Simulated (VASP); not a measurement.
Input of a VASP 6.6.1 run:

The input INCAR:

```
  PREC = Accurate
  ENCUT = 600
  EDIFF = 1E-6
  ISMEAR = 0
  SIGMA = 0.02
  LREAL = F
  LASPH = T
  NELM = 120
  ALGO = Normal
  ISIF = 2
  LWAVE = F
  LCHARG = F
  GGA = PE
  NBANDS = 11
  GGA_COMPAT = F
```

The input KPOINTS:

```
regular mesh
0
Gamma
  8 8 8
```

File POSCAR:

```
MgO
1.0
    0.0000000000      2.1272076416      2.1272076416
    2.1272076416      0.0000000000      2.1272076416
    2.1272076416      2.1272076416      0.0000000000
Mg O
1 1
Direct
    0.0000000000      0.0000000000      0.0000000000
    0.5000000000      0.5000000000      0.5000000000
```

Potentials or basis: VASP PAW PBE potentials, release 64 (Mg, O).

The run is started by

```console
$ cat potpaw_PBE.64/Mg/POTCAR potpaw_PBE.64/O/POTCAR > POTCAR
$ mpirun -np 1 vasp_std > vasp.out
```

(1) What does it give for the band gap on the k mesh?

(2) Estimate the pressure.

## Answers

(1) 4.44 eV, direct.

(2) -1.1 GPa.
